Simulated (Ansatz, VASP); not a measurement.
## Ni in VASP and in Ansatz

INCAR

```
PREC = Accurate
ENCUT = 520
EDIFF = 1E-6
ISMEAR = 0
SIGMA = 0.15
LREAL = False
LASPH = True
NELM = 150
ALGO = Normal
ISIF = 2
LWAVE = False
LCHARG = True
ISPIN = 2
MAGMOM = 0.6 0.6
LORBIT = 11
LMAXMIX = 4
GGA = PS
LELF = True
LVHAR = True
NBANDS = 21
```

File KPOINTS:

```
Automatic mesh
0
Gamma
  12 12 12
```

POSCAR

```
Ni
1.0
    0.0000000000     -2.7550755617      0.0000000000
   -2.7550755617      0.0000000000      0.0000000000
    0.0000000000      0.0000000000     -2.7550755617
Ni
2
Direct
    0.5000000000      0.5000000000      0.5000000000
    0.0000000000      0.0000000000      0.0000000000
```

Input for Ansatz:

```yaml
crystal:
  lattice:
    - [0.0, -2.7550755617, 0.0]
    - [-2.7550755617, 0.0, 0.0]
    - [0.0, 0.0, -2.7550755617]
  atoms:
    - { symbol: Ni, position: [0.5, 0.5, 0.5], spin: 0.6 }
    - { symbol: Ni, position: [0.0, 0.0, 0.0], spin: 0.6 }
basis:
  ecutwfc: 420
kpoints:
  mp_grid: { grid: [12, 12, 12] }
hamiltonian:
  xc: pbesol
scf:
  occupations: { method: gaussian, width: 0.15 }
output:
  forces: true
  stress: true
  eigenvalues: true
  populations: true
magnetization:
  spin_polarized: true
```

Alike in both runs: task single point; functional PBEsol; k mesh 12 × 12 × 12; occupations gaussian, width 0.15 eV; collinear spin.

|  | VASP | Ansatz |
| --- | --- | --- |
| version | VASP 6.6.1 | Ansatz 0.2.0 |
| potentials or method | VASP PAW PBE potentials, release 64 (Ni), cutoff 520 eV | scalar-relativistic, plane waves, PAW |
| valence electrons in the cell | 20 | 36 |

```csv
,VASP,Ansatz,Ansatz less VASP
gap on the k mesh at the Fermi level (eV),none,none,-
pressure (GPa),-0.1,0.0,+0.12
net moment per atom (μB),0.49,0.50,+0.004
size of the moment on the site where the two differ most (μB),0.50,0.52,+0.026
```

VASP's potentials were made for PBE, not for PBEsol. Site moments also hang on the region over which each program counts them. A gap of «none» marks a metal or a gap that the smearing closes. VASP's potentials hold 20 valence electrons a cell and Ansatz's 36, so a difference there can come from the potentials and not from the codes.
